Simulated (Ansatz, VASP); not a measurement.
## One calculation of LiTlSe2, two programs

```
Li Se Tl
1.0
     4.34755    0.00000    0.00000
     0.00000    4.34755    0.00000
     0.00000    0.00000    6.09754
Li Se Tl
1 2 1
Cartesian
  0.0000 0.0000 0.0000
  0.0000 2.1738 1.3976
  2.1738 0.0000 4.6999
  2.1738 2.1738 3.0488
```

Alike in both runs: task single point; functional r2SCAN; k mesh 6 × 6 × 4; no spin polarisation.

```csv
,VASP,Ansatz
version,VASP 6.6.1,Ansatz 0.2.0
potentials or method,"VASP PAW PBE potentials, release 64 (Li_sv, Se, Tl_d)","plane waves, PAW"
plane-wave cutoff (eV),830,500
occupations,"gaussian, width 0.01 eV",fixed
valence electrons in the cell,28,48
```

Ansatz gave:

- gap on the k mesh at the Fermi level (eV): 0.59
- pressure (GPa): -2.1
- rms of the force components (eV/Å): 0.091

Task: What did VASP give for the same quantities?

Result: gap on the k mesh at the Fermi level (eV): 0.59; pressure (GPa): -2.1; rms of the force components (eV/Å): 0.084.

VASP's potentials were made for PBE, not for r2SCAN. VASP's potentials hold 28 valence electrons a cell and Ansatz's 48, so a difference there can come from the potentials and not from the codes.

Neither program's run includes spin-orbit coupling.
